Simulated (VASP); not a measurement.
Input of a VASP 6.6.1 run:

File INCAR:

```
PREC = Accurate
ENCUT = 520
EDIFF = 1E-7
ISMEAR = 0
SIGMA = 0.05
LREAL = False
LASPH = True
NELM = 100
ALGO = Normal
ISIF = 2
LWAVE = False
LCHARG = True
GGA = PE
LELF = True
LVHAR = True
NBANDS = 15
```

Contents of KPOINTS:

```
Automatic mesh
0
Gamma
  6 6 6
```

POSCAR

```
KI
1.0
    0.0000000000      3.5245500000      3.5245500000
    3.5245500000      0.0000000000      3.5245500000
    3.5245500000      3.5245500000      0.0000000000
K I
1 1
Direct
    0.0000000000      0.0000000000      0.0000000000
    0.4929068959      0.4929068959      0.5070931041
```

Potentials or basis: VASP PAW PBE potentials, release 64 (K_sv, I).

Run with:

```console
$ cat potpaw_PBE.64/K_sv/POTCAR potpaw_PBE.64/I/POTCAR > POTCAR
$ mpirun -np 1 vasp_std > vasp.out
```

(1) Estimate the pressure.

(2) Estimate the band gap on the k mesh.

(3) Predict the largest force.

Results:

(1) 0.7 GPa.

(2) 3.98 eV, direct.

(3) 0.057 eV/Å.

Caveat: the cell differs from its parent crystal (all I atoms moved +0.050 Å, as atom 2 towards its neighbour atom 1 (K) at 3.525 Å); spin-orbit coupling is left out, which moves the levels of the heavy elements.
